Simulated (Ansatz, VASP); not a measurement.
# Two plane-wave programs on Ag

Contents of POSCAR:

```
Ag
1.0
    2.9762881598      0.0000000000      0.0000000000
   -1.4881440799      2.5775411553      0.0000000000
    0.0000000000      0.0000000000      4.9852386452
Ag
2
Direct
    0.3333333333      0.6666666667      0.2500000000
    0.6666666667      0.3333333333      0.7500000000
```

The input INCAR.step1:

```
PREC = Accurate ; ENCUT = 520
ISMEAR = 0 ; SIGMA = 0.15
LREAL = F ; LASPH = T
NELM = 80 ; NBANDS = 18
GGA = PE ; ALGO = Normal
EDIFF = 1E-4 ; LWAVE = T
LCHARG = F
```

INCAR.step2

```
PREC = Accurate ; ENCUT = 520
EDIFF = 1E-7 ; ISMEAR = 0
SIGMA = 0.15 ; LREAL = F
LASPH = T ; NELM = 80
ALGO = Normal ; ISIF = 2
LWAVE = F ; LCHARG = T
METAGGA = R2SCAN ; LMIXTAU = T
LELF = T ; LVHAR = T
NBANDS = 18 ; ISTART = 1
```

File KPOINTS:

```
Automatic mesh
0
Gamma
  24 24 14
```

Input for Ansatz:

```yaml
crystal:
  lattice:
    - [2.9762881598, 0.0, 0.0]
    - [-1.4881440799, 2.5775411553, 0.0]
    - [0.0, 0.0, 4.9852386452]
  atoms:
    - { symbol: Ag, position: [0.3333333333, 0.6666666667, 0.25] }
    - { symbol: Ag, position: [0.6666666667, 0.3333333333, 0.75] }
basis:
  ecutwfc: 500
kpoints:
  mp_grid: { grid: [24, 24, 14] }
hamiltonian:
  xc: r2scan
scf:
  occupations: { method: gaussian, width: 0.15 }
output:
  forces: true
  stress: true
  eigenvalues: true
  write_density: true
  write_potential: true
  elf: true
  volumetric_format: npy
```

Change from the starting cell: strain +0.025 along x and y, +0.050 along z, atoms carried along.

Alike in both runs: task single point; functional r2SCAN; k mesh 24 × 24 × 14; occupations gaussian, width 0.15 eV; no spin polarisation.

```csv
,VASP,Ansatz
version,VASP 6.6.1,Ansatz 0.2.0
potentials or method,"VASP PAW PBE potentials, release 64 (Ag), cutoff 520 eV","scalar-relativistic, plane waves, PAW"
valence electrons in the cell,22,38
```

```csv
,VASP,Ansatz,Ansatz less VASP
gap on the k mesh at the Fermi level (eV),none,none,-
pressure (GPa),-7.6,-7.6,-0.01
"traceless stress, the component that is largest in VASP (GPa)",-0.66,-0.64,+0.017
```

VASP's potentials were made for PBE, not for r2SCAN. A gap of «none» marks a metal or a gap that the smearing closes. VASP's potentials hold 22 valence electrons a cell and Ansatz's 38, so a difference there can come from the potentials and not from the codes.
